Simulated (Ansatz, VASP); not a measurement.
Ir: VASP beside Ansatz

File INCAR:

```
SYSTEM = Ir
PREC = Accurate
ENCUT = 600
EDIFF = 1E-7
ISMEAR = 0
SIGMA = 0.1
LREAL = .FALSE.
LASPH = .TRUE.
NELM = 100
ALGO = Normal
ISIF = 3
LWAVE = .FALSE.
LCHARG = .FALSE.
GGA = CA
IBRION = 2
NSW = 100
EDIFFG = -0.005
```

Contents of KPOINTS:

```
regular mesh
0
G
  18 18 18
  0 0 0
```

File POSCAR:

```
Ir
1.0
    0.0000000000      1.9197000000      1.9197000000
    1.9197000000      0.0000000000      1.9197000000
    1.9197000000      1.9197000000      0.0000000000
Ir
1
Direct
    0.0000000000      0.0000000000      0.0000000000
```

Input for Ansatz:

```yaml
crystal:
  lattice:
    - [0.0, 1.9197, 1.9197]
    - [1.9197, 0.0, 1.9197]
    - [1.9197, 1.9197, 0.0]
  atoms:
    - { symbol: Ir, position: [0.0, 0.0, 0.0] }
basis:
  ecutwfc: 420
kpoints:
  mp_grid: { grid: [18, 18, 18] }
hamiltonian:
  xc: lda
scf:
  occupations: { method: gaussian, width: 0.1 }
output:
  forces: true
  stress: true
  eigenvalues: true
relax:
  adjacent_minimum: "off"
  f_tol: 0.005
  max_steps: 80
  cell: { stress_tol: 0.05 }
```

Alike in both runs: task relaxation of cell and atoms; functional LDA; k mesh 18 × 18 × 18; occupations gaussian, width 0.1 eV; no spin polarisation.

|  | VASP | Ansatz |
| --- | --- | --- |
| version | VASP 6.6.1 | Ansatz 0.2.0 |
| potentials or method | VASP PAW LDA potentials, release 64 (Ir), cutoff 600 eV | scalar-relativistic, plane waves, PAW |
| valence electrons in the cell | 9 | 17 |

```tsv
	VASP	Ansatz	Ansatz less VASP
gap on the k mesh at the Fermi level, each at its own relaxed structure (eV)	none	none	-
relaxed volume (Å³/atom)	13.93	13.84	-0.093
relaxed cell length with the largest relative difference (Å)	2.701	2.695	-0.0060
```

LDA's correlation is that of Perdew and Zunger in VASP and of Perdew and Wang (1992) in Ansatz. A gap of «none» marks a metal or a gap that the smearing closes. VASP's potentials hold 9 valence electrons a cell and Ansatz's 17, so a difference there can come from the potentials and not from the codes.

Neither program's run includes spin-orbit coupling.
